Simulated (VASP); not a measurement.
# Cs (Im-3m) in VASP: settings compared

The runs below take Cs through single point, with r2SCAN, PBEsol, RPBE, HSE06.

All numbers are computed with VASP 6.6.1; they aren't measurements. Logs are shortened: lines on timing, memory, paths and dates and some standing lists are left out, and cuts for length are marked.

**1. The cell of the first run**

The structure is cubic, space group Im-3m (No. 229). The conventional cell has a = 6.380 Å, b = 6.380 Å, c = 6.380 Å, α = 90.00°, β = 90.00°, γ = 90.00°.

**2. Single point, r2SCAN**

File POSCAR:

```
Cs
1.0
   -3.1898230911      3.1898230911      3.1898230911
    3.1898230911     -3.1898230911      3.1898230911
    3.1898230911      3.1898230911     -3.1898230911
Cs
1
Direct
    0.0000000000      0.0000000000      0.0000000000
```

File INCAR.step1:

```
  PREC = Accurate
  ENCUT = 520
  ISMEAR = -1
  SIGMA = 0.05
  LREAL = False
  LASPH = True
  NELM = 100
  NBANDS = 10
  GGA = PE
  ALGO = Normal
  EDIFF = 1E-4
  LWAVE = True
  LCHARG = False
```

File INCAR.step2:

```
  PREC = Accurate
  ENCUT = 520
  EDIFF = 1E-6
  ISMEAR = -1
  SIGMA = 0.05
  LREAL = False
  LASPH = True
  NELM = 100
  ALGO = Normal
  ISIF = 2
  LWAVE = False
  LCHARG = True
  METAGGA = R2SCAN
  LMIXTAU = True
  LELF = True
  LVHAR = True
  NBANDS = 10
  ISTART = 1
```

File KPOINTS:

```
Automatic mesh
0
Gamma
  6 6 6
```

Potentials or basis: VASP PAW PBE potentials, release 64 (Cs_sv).

On the command line:

```bash
$ cat potpaw_PBE.64/Cs_sv/POTCAR > POTCAR
$ cp INCAR.step1 INCAR
$ mpirun -np 1 vasp_std > vasp.out
$ cp INCAR.step2 INCAR
$ mpirun -np 1 vasp_std > vasp.out
```

OUTCAR:

```text
PREC = Accurate
   ENCUT = 520
   EDIFF = 1E-6
   ISMEAR = -1
   LREAL = False
   LASPH = True
   NELM = 100
   ISIF = 2
   METAGGA = R2SCAN
   ISTART = 1

 ion  position               nearest neighbor table
   1  0.000  0.000  0.000-

  LATTYP: Found a body centered cubic cell.
 ALAT       =     6.3796461822

  Lattice vectors:

 A1 = (  -3.1898230911,   3.1898230911,   3.1898230911)
 A2 = (   3.1898230911,  -3.1898230911,   3.1898230911)
 A3 = (   3.1898230911,   3.1898230911,  -3.1898230911)

Analysis of symmetry for initial positions (statically):
=====================================================================
 Subroutine PRICEL returns:
 Original cell was already a primitive cell.

 Routine SETGRP: Setting up the symmetry group for a
 body centered cubic supercell.

 Subroutine GETGRP returns: Found 48 space group operations
 (whereof 48 operations were pure point group operations)
 out of a pool of 48 trial point group operations.

The static configuration has the point symmetry O_h .

Analysis of symmetry for dynamics (positions and initial velocities):
=====================================================================
 Subroutine PRICEL returns:
 Original cell was already a primitive cell.

 Routine SETGRP: Setting up the symmetry group for a
 body centered cubic supercell.

 Subroutine GETGRP returns: Found 48 space group operations
 (whereof 48 operations were pure point group operations)
 out of a pool of 48 trial point group operations.

The dynamic configuration has the point symmetry O_h .

 Subroutine INISYM returns: Found 48 space group operations
 (whereof 48 operations are pure point group operations),
 and found     1 'primitive' translations

----------------------------------------------------------------------------------------

                                     Primitive cell

  volume of cell :     129.8254

  direct lattice vectors                    reciprocal lattice vectors
    -3.189823091  3.189823091  3.189823091     0.000000000  0.156748505  0.156748505
     3.189823091 -3.189823091  3.189823091     0.156748505  0.000000000  0.156748505
     3.189823091  3.189823091 -3.189823091     0.156748505  0.156748505  0.000000000

  length of vectors
     5.524935661  5.524935661  5.524935661     0.221675861  0.221675861  0.221675861

  position of ions in fractional coordinates (direct lattice)
     0.000000000  0.000000000  0.000000000

  ion indices of the primitive-cell ions
   primitive index   ion index
                 1           1

----------------------------------------------------------------------------------------

 KPOINTS: Automatic mesh

Automatic generation of k-mesh.
 Grid dimensions read from file:
 generate k-points for:    6    6    6

 Generating k-lattice:

  Cartesian coordinates                     Fractional coordinates (reciprocal lattice)
     0.000000000  0.026124751  0.026124751     0.166666667  0.000000000  0.000000000
     0.026124751  0.000000000  0.026124751     0.000000000  0.166666667  0.000000000
     0.026124751  0.026124751  0.000000000     0.000000000  0.000000000  0.166666667

  Length of vectors
     0.036945977  0.036945977  0.036945977

  Shift w.r.t. Gamma in fractional coordinates (k-lattice)
     0.000000000  0.000000000  0.000000000

 Subroutine IBZKPT returns following result:
 ===========================================

 Found     16 irreducible k-points:

 Following reciprocal coordinates:
            Coordinates               Weight
  0.000000  0.000000  0.000000      1.000000
  0.166667  0.000000  0.000000     12.000000
  0.333333  0.000000  0.000000     12.000000
  0.500000  0.000000  0.000000      6.000000
  0.166667  0.166667  0.000000     24.000000
  0.333333  0.166667  0.000000     48.000000
[... 8 lines left out ...]
  0.500000  0.500000  0.333333     12.000000
  0.500000  0.500000  0.500000      1.000000
   k-points           NKPTS =     16   k-points in BZ     NKDIM =     16   number of bands    NBANDS=     10
   number of dos      NEDOS =    301   number of ions     NIONS =      1
   total plane-waves  NPLWV =  74088
   dimension x,y,z NGX =    42 NGY =   42 NGZ =   42
   dimension x,y,z NGXF=    84 NGYF=   84 NGZF=   84
   ions per type =               1
   NGX,Y,Z   is equivalent  to a cutoff of  12.64, 12.64, 12.64 a.u.
   NGXF,Y,Z  is equivalent  to a cutoff of  25.28, 25.28, 25.28 a.u.
 SYSTEM =  unknown system
   PREC   = accura    normal or accurate (medium, high low for compatibility)
   ISTART =      1    job   : 0-new  1-cont  2-samecut
   ICHARG =      0    charge: 1-file 2-atom 10-const
   ISPIN  =      1    spin polarized calculation?
   LNONCOLLINEAR =      F non collinear calculations
   LSORBIT =      F    spin-orbit coupling
   LASPH  =      T    aspherical Exc in radial PAW
   ENCUT  =  520.0 eV  38.22 Ry    6.18 a.u.  10.27 10.27 10.27*2*pi/ulx,y,z
   NELM   =    100;   NELMIN=  2; NELMDL=  0     # of ELM steps
   EDIFF  = 0.1E-05   stopping-criterion for ELM
   LREAL  =      F    real-space projection
   EDIFFG = 0.1E-04   stopping-criterion for IOM
   NSW    =      0    number of steps for IOM
   IBRION =     -1    ionic relax: 0-MD 1-quasi-New 2-CG
   NFREE  =      0    steps in history (QN), initial steepest desc. (CG)
   ISIF   =      2    stress and relaxation
   ISYM   =      2    0-nonsym 1-usesym 2-fastsym
   POTIM  = 0.5000    time-step for ionic-motion
   TEBEG  =    0.0;   TEEND  =   0.0 temperature during run
   PSTRESS=    0.0 pullay stress
   NELECT =       9.0000    total number of electrons
   NUPDOWN=      -1.0000    fix difference up-down
   EMIN   =  10.00;   EMAX   =-10.00  energy-range for DOS
   EFERMI =   0.00;   METHOD = LEGACY
   ISMEAR =    -1;   SIGMA  =   0.05  broadening in eV -4-tet -1-fermi 0-gaus
   EFERMI_NEDOS =   21; number of points for ismear=-14 and -15
   IALGO  =     38    algorithm
   IMIX   =      4    mixing-type and parameters
     AMIX     =   0.40;   BMIX     =  1.00
     AMIX_MAG =   1.60;   BMIX_MAG =  1.00
  volume/ion in A,a.u.               =     129.83       876.11
  Fermi-wavevector in a.u.,A,eV,Ry     =   0.672516  1.270870  6.153607  0.452277
  Thomas-Fermi vector in A             =   1.748659
   LORBIT       =      0    0 simple, 1 ext, 2 COOP (PROOUT), +10 PAW based schemes
   METAGGA = R2SCAN    functional components
   LHFCALC =     F    Hartree Fock is set to
   AEXX    =    0.0000 exact exchange contribution
   IVDW    =     0    specifies the selected vdW correction
   LEPSILON=     F    determine dielectric tensor
   LRPA    =     F    only Hartree local field effects (RPA)
 non-spin polarized calculation
  energy-cutoff  :      520.00
  volume of cell :      129.83
 maximum number of plane-waves:      3523
 NGX is ok and might be reduce to    42
   NGX = 21   NGY = 21   NGZ = 21

 number of electron       8.9999999 magnetization

 Free energy of the ion-electron system (eV)
  ---------------------------------------------------
  ext. energy  EPLUGINS =         0.00000000
  ---------------------------------------------------
  free energy    TOTEN  =       -25.01287211 eV

  energy without entropy =      -24.99593521  energy(sigma->0) =      -25.00440366

 E-fermi :   0.2705     XC(G=0):  -5.3293

 val. band max:        0.1120910199   @ k =   0.1667   0.1667   0.1667
 cond. band min:       0.2840519784   @ k =   0.3333   0.1667   0.0000
 fundamental gap:      0.1719609584
 Fermi energy:         0.2704969852

 k-point     1 :       0.0000    0.0000    0.0000
  band No.  band energies     occupation
      1     -24.6128      2.00000
      2     -10.9933      2.00000
      3     -10.9933      2.00000
      4     -10.9933      2.00000
      5      -1.4083      2.00000
      6       2.9929      0.00000
      7       2.9929      0.00000
      8       2.9929      0.00000
      9       3.7957      0.00000
     10       3.7957      0.00000

 k-point     2 :       0.1667    0.0000    0.0000
  band No.  band energies     occupation
      1     -24.6118      2.00000
      2     -11.0169      2.00000
      3     -11.0009      2.00000
      4     -10.9933      2.00000
      5      -1.1240      2.00000
      6       2.5758      0.00000
      7       2.6933      0.00000
      8       3.2707      0.00000
      9       3.5756      0.00000
     10       3.7458      0.00000

 k-point     3 :       0.3333    0.0000    0.0000
  band No.  band energies     occupation
      1     -24.6097      2.00000
      2     -11.0629      2.00000
      3     -11.0160      2.00000
      4     -10.9934      2.00000
      5      -0.3638      1.99999
      6       1.6516      0.00000
      7       2.2758      0.00000
      8       3.7311      0.00000
      9       3.8635      0.00000
     10       4.0706      0.00000

 k-point     4 :       0.5000    0.0000    0.0000
  band No.  band energies     occupation
      1     -24.6087      2.00000
      2     -11.0855      2.00000
      3     -11.0235      2.00000
      4     -10.9935      2.00000
      5       0.4038      0.13004
      6       0.9429      0.00000
      7       2.1133      0.00000
      8       3.6529      0.00000
      9       4.2356      0.00000
     10       4.5903      0.00000

 k-point     5 :       0.1667    0.1667    0.0000
  band No.  band energies     occupation
      1     -24.6102      2.00000
      2     -11.0481      2.00000
      3     -11.0105      2.00000
      4     -10.9987      2.00000
      5      -0.5960      2.00000
      6       2.0033      0.00000
      7       2.2597      0.00000
      8       3.4734      0.00000
      9       3.7560      0.00000
     10       4.0752      0.00000

 k-point     6 :       0.3333    0.1667    0.0000
  band No.  band energies     occupation
      1     -24.6087      2.00000
      2     -11.0737      2.00000
      3     -11.0284      2.00000
      4     -11.0006      2.00000
      5       0.2841      0.86527
      6       1.2671      0.00000
      7       1.9330      0.00000
      8       3.5395      0.00000
      9       4.0587      0.00000
     10       4.4640      0.00000
[... 79 lines left out ...]
 k-point    13 :      -0.3333    0.5000    0.1667
  band No.  band energies     occupation
      1     -24.6075      2.00000
      2     -11.0672      2.00000
      3     -11.0464      2.00000
      4     -11.0166      2.00000
      5       0.6481      0.00105
      6       1.2645      0.00000
      7       1.9250      0.00000
      8       3.1886      0.00000
      9       3.5544      0.00000
     10       4.6059      0.00000

 k-point    14 :      -0.3333    0.3333    0.3333
  band No.  band energies     occupation
      1     -24.6072      2.00000
      2     -11.0538      2.00000
      3     -11.0413      2.00000
      4     -11.0413      2.00000
      5       0.4508      0.05290
      6       1.4190      0.00000
      7       2.7560      0.00000
      8       2.7560      0.00000
      9       3.1078      0.00000
     10       4.1529      0.00000

 k-point    15 :       0.5000    0.5000    0.3333
  band No.  band energies     occupation
      1     -24.6063      2.00000
      2     -11.0652      2.00000
      3     -11.0497      2.00000
      4     -11.0424      2.00000
      5       0.9758      0.00000
      6       1.0557      0.00000
      7       2.4750      0.00000
      8       2.8419      0.00000
      9       3.4837      0.00000
     10       4.8752      0.00000

 k-point    16 :       0.5000    0.5000    0.5000
  band No.  band energies     occupation
      1     -24.6055      2.00000
      2     -11.0583      2.00000
      3     -11.0583      2.00000
      4     -11.0583      2.00000
      5       1.0079      0.00000
      6       1.0079      0.00000
      7       3.2027      0.00000
      8       3.2027      0.00000
      9       3.2027      0.00000
     10       4.7771      0.00000

------------------------ aborting loop because EDIFF is reached ----------------------------------------

  FORCE on cell =-STRESS in cart. coord.  units (eV):
  Direction    XX          YY          ZZ          XY          YZ          ZX
  --------------------------------------------------------------------------------------
  -------------------------------------------------------------------------------------
  Total       -0.0647709     -0.0647709     -0.0647709     -0.0000000      0.0000000     -0.0000000
  in kB       -0.7993380     -0.7993380     -0.7993380     -0.0000000      0.0000000     -0.0000000
  external PRESSURE =      -0.7993380 kB  Pullay stress =       0.0000000 kB

 VOLUME and BASIS-vectors are now :
 -----------------------------------------------------------------------------
  energy-cutoff  :      520.00
  volume of cell :      129.83
      direct lattice vectors                 reciprocal lattice vectors
    -3.189823091  3.189823091  3.189823091     0.000000000  0.156748505  0.156748505
     3.189823091 -3.189823091  3.189823091     0.156748505  0.000000000  0.156748505
     3.189823091  3.189823091 -3.189823091     0.156748505  0.156748505  0.000000000

 POSITION                                       TOTAL-FORCE (eV/Angst)
 -----------------------------------------------------------------------------------
      0.00000      0.00000      0.00000         0.000000      0.000000      0.000000
 -----------------------------------------------------------------------------------
    total drift:                                0.000000      0.000000      0.000000

  FREE ENERGIE OF THE ION-ELECTRON SYSTEM (eV)
  ---------------------------------------------------
  free  energy   TOTEN  =       -25.0128721112 eV

  energy  without entropy=      -24.9959352097  energy(sigma->0) =      -25.00440366
```

Wall time 76 s (1 thread of AMD EPYC 9R45 (Zen 5), shared host); peak memory 0.25 GiB.

What came out:

- Free energy: -25.0129 eV
- Pressure: -0.1 GPa
- Band gap on the k mesh: zero (an odd number of electrons rules out a gap without spin polarisation)

Caveat: the PAW data sets were made with another functional, which shifts forces and pressure a little; spin-orbit coupling is left out, which moves the levels of the heavy elements.

[end of part 1 of 2]

The gap in the log of VASP goes by the Fermi energy; the results here count the filled bands.